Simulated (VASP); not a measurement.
The system is Ru.

```
Ru
1.0
     2.74141    0.00000    0.00000
    -1.37070    2.37413    0.00000
     0.00000    0.00000    4.33825
Ru
2
Direct
  0.66667 0.33333 0.75000
  0.33333 0.66667 0.25000
```

This cell differs from its parent crystal: volume scaled by 1.04.

Base run:

```yaml
Program: VASP 6.6.1
Functional: PBEsol
Potentials_or_basis: VASP PAW PBE potentials, release 64 (Ru_pv)
Cutoff: 520 eV
k_mesh: 11 × 11 × 6
Occupations: fermi-dirac, width 0.05 eV
Spin: no spin polarisation
```

Its results: band gap on the k mesh zero (band 14 reaches 13.41 eV, above the bottom of band 15 at 10.51 eV); pressure -17.6 GPa.

Problem. After a change of settings the same cell gave: band gap on the k mesh zero (band 14 reaches 13.24 eV, above the bottom of band 15 at 10.34 eV); pressure -23.5 GPa. Which change was it?
A. functional from PBEsol to RPBE; further incar settings from ALGO = Normal; EDIFF = 1e-07; NBANDS = 21 to ALGO = Fast; EDIFF = 1e-06; NBANDS = 21
B. functional from PBEsol to SVWN5
C. functional from PBEsol to PBE; further incar settings from ALGO = Normal; EDIFF = 1e-07; NBANDS = 21 to ALGO = Normal; EDIFF = 1e-06; NBANDS = 21
D. functional from PBEsol to BLYP; further incar settings from ALGO = Normal; EDIFF = 1e-07; NBANDS = 21 to ALGO = Fast; EDIFF = 1e-06; NBANDS = 21

Solution. B.

SVWN5 binds more tightly than PBEsol, so the same cell stands under less pressure.

Caveats: the PAW data sets were made with another functional, which shifts forces and pressure a little.
